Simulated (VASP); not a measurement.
Wanted: the native input for a VASP 6.6.1 run.

```yaml
Task: single point
Functional: PBEsol
Potentials_or_basis: VASP PAW PBE potentials, release 64 (S, Mo_sv)
Cutoff: 520 eV
k_mesh: 12 × 12 × 1
Occupations: gaussian, width 0.1 eV
Spin: no spin polarisation
Dipole_correction: yes
Further_INCAR_settings: ALGO = Normal; EDIFF = 1e-07; NBANDS = 27
```

The structure of MoS4 lies in POSCAR:

```
MoS4
1.0
    3.1209825811      0.0000000000      0.0000000000
   -1.5604912906      2.7028502000      0.0000000000
    0.0000000000      0.0000000000     23.9514179558
S Mo
4 1
Direct
    0.6666666667      0.3333333333      0.3240106804
    0.0000000000      0.0000000000      0.4331776613
    0.3333333333      0.6666666667      0.5668221001
    0.6666666667      0.3333333333      0.6759896738
    0.6666666667      0.3333333333      0.4999998843
```

These files were run (other wordings do the same):

INCAR

```
SYSTEM = MoS4
  PREC = Accurate
  ENCUT = 520
  EDIFF = 1E-7
  ISMEAR = 0
  SIGMA = 0.1
  LREAL = .False.
  LASPH = .True.
  NELM = 100
  ALGO = Normal
  ISIF = 2
  LWAVE = .False.
  LCHARG = .True.
  LDIPOL = .True.
  IDIPOL = 3
  DIPOL = 0.5 0.5 0.500
  GGA = PS
  LELF = .True.
  LVHAR = .True.
  LVACPOTAV = .True.
  NBANDS = 27
```

KPOINTS

```
regular mesh
0
Gamma
  12 12 1
  0 0 0
```

Potentials or basis: VASP PAW PBE potentials, release 64 (S, Mo_sv).

The run is started by

```sh
$ cat potpaw_PBE.64/S/POTCAR potpaw_PBE.64/Mo_sv/POTCAR > POTCAR
$ mpirun -np 1 vasp_std > vasp.out
```

Results of the run:

The largest force is 0.018 eV/Å and the band gap on the k mesh is zero (band 19 reaches -0.33 eV, above the bottom of band 20 at -1.38 eV).

Caveat: the PAW data sets were made with another functional, which shifts forces and pressure a little.

Run time: 5.1 min on 1 thread of AMD EPYC 7R43 64-Core Processor (Zen 3), with other jobs on the host, peak memory 0.31 GiB.
